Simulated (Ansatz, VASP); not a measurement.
# Two plane-wave programs on Hf

```
CELL_PARAMETERS angstrom
2.99439 0.00000 0.00000
0.00000 2.99439 0.00000
0.00000 0.00000 2.99439
ATOMIC_POSITIONS crystal
Hf 0.00000 0.00000 0.00000
```

Alike in both runs: task single point; functional BLYP; k mesh 12 × 12 × 12; occupations fermi-dirac, width 0.1 eV; no spin polarisation.

|  | VASP | Ansatz |
| --- | --- | --- |
| version | VASP 6.6.1 | Ansatz 0.2.0 |
| potentials or method | VASP PAW PBE potentials, release 64 (Hf_pv), cutoff 520 eV | plane waves (420 eV) with PAW, scalar-relativistic |
| valence electrons in the cell | 10 | 26 |

|  | VASP | Ansatz | Ansatz less VASP |
| --- | --- | --- | --- |
| pressure (GPa) | -2.4 | -2.4 | +0.01 |

VASP's potentials were made for PBE, not for BLYP. With one functional, cell and mesh, what is left measures potentials, basis and numerics. VASP's potentials hold 10 valence electrons a cell and Ansatz's 26, so a difference there can come from the potentials and not from the codes.

Spin-orbit coupling is off throughout.
